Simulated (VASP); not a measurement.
# Na in VASP: single point with PBEsol

Aim: the single point of Na with PBEsol.

Program: VASP 6.6.1. These are calculated values, not measurements. Logs are shortened: lines on timing, memory, paths and dates and some standing lists are left out, and cuts for length are marked.

### 1 The cell of the first run

The cell holds a slab with vacuum, 3 atoms: a = 3.609 Å, b = 3.609 Å, c = 22.894 Å, α = 90.00°, β = 90.00°, γ = 109.47°.

### 2 Single point, PBEsol

File INCAR:

```
SYSTEM = Na
  PREC = Accurate
  ENCUT = 520
  EDIFF = 1E-6
  ISMEAR = 0
  SIGMA = 0.1
  LREAL = .False.
  LASPH = .True.
  NELM = 60
  ALGO = Normal
  ISIF = 2
  LWAVE = .False.
  LCHARG = .False.
  LDIPOL = .True.
  IDIPOL = 3
  DIPOL = 0.5 0.5 0.500
  GGA = PS
  NBANDS = 18
```

File KPOINTS:

```
regular mesh
0
Gamma
  9 9 1
  0 0 0
```

File POSCAR:

```
Na
1.0
    3.6090446020      0.0000000000      0.0000000000
   -1.2030148673      3.4026398823      0.0000000000
    0.0000000000      0.0000000000     22.8935451559
Na
3
Direct
    0.5000000000      0.5000000000      0.3712836934
    0.0000000000      0.0000000000      0.5000000000
    0.5000000000      0.5000000000      0.6287163066
```

Potentials or basis: VASP PAW PBE potentials, release 64 (Na_pv).

On the command line:

```
$ cat potpaw_PBE.64/Na_pv/POTCAR > POTCAR
$ mpirun -np 1 vasp_std > vasp.out
```

OUTCAR:

```text
SYSTEM = Na
   PREC = Accurate
   ENCUT = 520
   EDIFF = 1E-6
   ISMEAR = 0
   LREAL = .False.
   LASPH = .True.
   NELM = 60
   ISIF = 2
   GGA = PS

 ion  position               nearest neighbor table
   1  0.500  0.500  0.371-
   2  0.000  0.000  0.500-
   3  0.500  0.500  0.629-

  LATTYP: Found a base centered orthorhombic cell.
 ALAT       =     4.1673657450
 B/A-ratio  =     1.4142135624
 C/A-ratio  =     5.4935291396

  Lattice vectors:

 A1 = (   3.6090446020,   0.0000000000,   0.0000000000)
 A2 = (  -1.2030148673,   3.4026398823,   0.0000000000)
 A3 = (   0.0000000000,   0.0000000000,  22.8935451559)

Analysis of symmetry for initial positions (statically):
=====================================================================
 Subroutine PRICEL returns:
 Original cell was already a primitive cell.

 Routine SETGRP: Setting up the symmetry group for a
 base centered orthorhombic supercell.

 Subroutine GETGRP returns: Found  8 space group operations
 (whereof  8 operations were pure point group operations)
 out of a pool of  8 trial point group operations.

The static configuration has the point symmetry D_2h.

Analysis of symmetry for dynamics (positions and initial velocities):
=====================================================================
 Subroutine PRICEL returns:
 Original cell was already a primitive cell.

 Routine SETGRP: Setting up the symmetry group for a
 base centered orthorhombic supercell.

 Subroutine GETGRP returns: Found  8 space group operations
 (whereof  8 operations were pure point group operations)
 out of a pool of  8 trial point group operations.

The dynamic configuration has the point symmetry D_2h.

 Subroutine INISYM returns: Found  8 space group operations
 (whereof  8 operations are pure point group operations),
 and found     1 'primitive' translations

----------------------------------------------------------------------------------------

                                     Primitive cell

  volume of cell :     281.1391

  direct lattice vectors                    reciprocal lattice vectors
     3.609044602  0.000000000  0.000000000     0.277081641  0.097963154  0.000000000
    -1.203014867  3.402639882  0.000000000     0.000000000  0.293889461  0.000000000
     0.000000000  0.000000000 22.893545156     0.000000000  0.000000000  0.043680435

  length of vectors
[... 87 lines left out ...]
   IBRION =     -1    ionic relax: 0-MD 1-quasi-New 2-CG
   NFREE  =      0    steps in history (QN), initial steepest desc. (CG)
   ISIF   =      2    stress and relaxation
   ISYM   =      2    0-nonsym 1-usesym 2-fastsym
   POTIM  = 0.5000    time-step for ionic-motion
   TEBEG  =    0.0;   TEEND  =   0.0 temperature during run
   PSTRESS=    0.0 pullay stress
   NELECT =      21.0000    total number of electrons
   NUPDOWN=      -1.0000    fix difference up-down
   EMIN   =  10.00;   EMAX   =-10.00  energy-range for DOS
   EFERMI =   0.00;   METHOD = LEGACY
   ISMEAR =     0;   SIGMA  =   0.10  broadening in eV -4-tet -1-fermi 0-gaus
   EFERMI_NEDOS =   21; number of points for ismear=-14 and -15
   IALGO  =     38    algorithm
   IMIX   =      4    mixing-type and parameters
     AMIX     =   0.40;   BMIX     =  1.00
     AMIX_MAG =   1.60;   BMIX_MAG =  1.00
  volume/ion in A,a.u.               =      93.71       632.41
  Fermi-wavevector in a.u.,A,eV,Ry     =   0.689457  1.302886  6.467552  0.475352
  Thomas-Fermi vector in A             =   1.770548
   LORBIT       =      0    0 simple, 1 ext, 2 COOP (PROOUT), +10 PAW based schemes
   GGA     = PS    functional components
   LHFCALC =     F    Hartree Fock is set to
   AEXX    =    0.0000 exact exchange contribution
   IVDW    =     0    specifies the selected vdW correction
   LEPSILON=     F    determine dielectric tensor
   LRPA    =     F    only Hartree local field effects (RPA)
 non-spin polarized calculation
 Gauss-broadening in eV      SIGMA  =   0.10
  energy-cutoff  :      520.00
  volume of cell :      281.14
 maximum number of plane-waves:      7597
   NGX = 13   NGY = 13   NGZ = 85

 number of electron      21.0000024 magnetization

 dipolmoment           0.000000      0.000000     -0.000000 electrons x Angstroem

 Free energy of the ion-electron system (eV)
  ---------------------------------------------------
  ext. energy  EPLUGINS =         0.00000000
  ---------------------------------------------------
  free energy    TOTEN  =        -3.85551711 eV

  energy without entropy =       -3.85080318  energy(sigma->0) =       -3.85316014

 E-fermi :  -1.6101     XC(G=0):  -3.1971

 val. band max:       -1.6447381890   @ k =   0.2222   0.0000   0.0000
 cond. band min:      -1.4855572081   @ k =   0.4444   0.1111   0.0000
 fundamental gap:      0.1591809809
 Fermi energy:        -1.6100762147

 k-point     1 :       0.0000    0.0000    0.0000
  band No.  band energies     occupation
      1     -26.6371      2.00000
      2     -26.6365      2.00000
      3     -26.6102      2.00000
      4     -26.6101      2.00000
      5     -26.6088      2.00000
      6     -26.6088      2.00000
[... 481 lines left out ...]
      5     -26.6245      2.00000
      6     -26.6244      2.00000
[... 10 lines left out ...]
     17       3.0871      0.00000
     18       3.2122      0.00000

 [... further k-points ...]

------------------------ aborting loop because EDIFF is reached ----------------------------------------

 vacuum level on the upper side and lower side of the slab       (xc-potential included)        -0.138        -0.138

  FORCE on cell =-STRESS in cart. coord.  units (eV):
  Direction    XX          YY          ZZ          XY          YZ          ZX
  --------------------------------------------------------------------------------------
  -------------------------------------------------------------------------------------
  Total       -0.1920484     -0.2439498     -0.0280699     -0.0733996      0.0000000      0.0000000
  in kB       -1.0944605     -1.3902401     -0.1599670     -0.4182955      0.0000000      0.0000000
  external PRESSURE =      -0.8815558 kB  Pullay stress =       0.0000000 kB

 VOLUME and BASIS-vectors are now :
 -----------------------------------------------------------------------------
  energy-cutoff  :      520.00
  volume of cell :      281.14
      direct lattice vectors                 reciprocal lattice vectors
     3.609044602  0.000000000  0.000000000     0.277081641  0.097963154  0.000000000
    -1.203014867  3.402639882  0.000000000     0.000000000  0.293889461  0.000000000
     0.000000000  0.000000000 22.893545156     0.000000000  0.000000000  0.043680435

 POSITION                                       TOTAL-FORCE (eV/Angst)
 -----------------------------------------------------------------------------------
      1.20301      1.70132      8.50000        -0.000000     -0.000000      0.004067
      0.00000      0.00000     11.44677         0.000000      0.000000      0.000000
      1.20301      1.70132     14.39355         0.000000      0.000000     -0.004067
 -----------------------------------------------------------------------------------
    total drift:                                0.000000     -0.000000      0.000000

  FREE ENERGIE OF THE ION-ELECTRON SYSTEM (eV)
  ---------------------------------------------------
  free  energy   TOTEN  =        -3.8555171108 eV

  energy  without entropy=       -3.8508031758  energy(sigma->0) =       -3.85316014

 vacuum level on the upper side and lower side of the slab         1.258         1.258
```

stdout:

```text
POSCAR found type information on POSCAR Na
 POSCAR found :  1 types and       3 ions
 scaLAPACK will be used
 -----------------------------------------------------------------------------
|                                                                             |
|                                                                             |
|     You enforced a specific xc type in the INCAR file but a different       |
|     I HOPE YOU KNOW WHAT YOU ARE DOING!                                     |
|                                                                             |
 -----------------------------------------------------------------------------

 LDA part: xc-table for (Slater+PW92), standard interpolation
 POSCAR, INCAR and KPOINTS ok, starting setup
 FFT: planning ... GRIDC
 FFT: planning ... GRID_SOFT
 FFT: planning ... GRID
 WAVECAR not read
 entering main loop
```

It took 60 s on 1 thread of Intel Xeon 6975P-C (Granite Rapids), shared host; peak memory 0.39 GiB.

What came out:

| Item | Value |
| --- | --- |
| Free energy | -3.8555 eV |
| Largest force | 0.004 eV/Å |
| Band gap on the k mesh | zero (an odd number of electrons rules out a gap without spin polarisation) |

Forces in eV/Å, atoms in the order of the input:
```
Na   0.000  0.000  0.004
Na   0.000  0.000  0.000
Na   0.000  0.000 -0.004
```

Caveat: the PAW data sets were made with another functional, which shifts forces and pressure a little.
